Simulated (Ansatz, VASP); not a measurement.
**Two plane-wave programs on Be**

INCAR

```
ALGO = Normal
EDIFF = 1E-6
ENCUT = 600
GGA = CA
GGA_COMPAT = False
ISIF = 2
ISMEAR = -1
LASPH = True
LCHARG = False
LREAL = False
LWAVE = False
NBANDS = 7
NELM = 120
PREC = Accurate
SIGMA = 0.1
```

KPOINTS

```
k-points
0
Gamma
  19 19 19
```

POSCAR

```
Be
1.0
    0.0000000000      1.5537504652      1.5537504652
    1.5537504652      0.0000000000      1.5537504652
    1.5537504652      1.5537504652      0.0000000000
Be
1
Direct
    0.0000000000      0.0000000000      0.0000000000
```

Input for Ansatz:

```yaml
crystal:
  lattice:
    - [0.0, 1.5537504652, 1.5537504652]
    - [1.5537504652, 0.0, 1.5537504652]
    - [1.5537504652, 1.5537504652, 0.0]
  atoms:
    - { symbol: Be, position: [0.0, 0.0, 0.0] }
hamiltonian:
  xc: lda
  pseudopotentials:
    kind: paw
    azcp:
      Be: "pseudopotentials/Be.paw.azcp"
basis:
  ecutwfc: 420
  fft_grid_basis: typed
kpoints:
  mp_grid: { grid: [19, 19, 19], shift: [0, 0, 0] }
magnetization:
  spin_polarized: false
scf:
  occupations: { method: fermi_dirac, width: 0.1 }
  lower_state_search: "off"
output:
  stress: true
```

Alike in both runs: task single point; functional LDA; k mesh 19 × 19 × 19; occupations fermi-dirac, width 0.1 eV; no spin polarisation.

|  | VASP | Ansatz |
| --- | --- | --- |
| version | VASP 6.6.1 | Ansatz 0.2.0 |
| potentials or method | VASP PAW LDA potentials, release 64 (Be), cutoff 600 eV | plane waves (420 eV) with PAW, scalar-relativistic |
| valence electrons in the cell | 2 | 2 |

Ansatz gave:

| Property | Result |
| --- | --- |
| pressure (GPa) | 0.0 |

**Question.** What did VASP give for the same quantities?

**Answer.** Pressure (GPa): 0.5.

Ansatz warns that its potentials were made for another functional, while VASP's fit it. LDA's correlation is that of Perdew and Zunger in VASP and of Perdew and Wang (1992) in Ansatz.
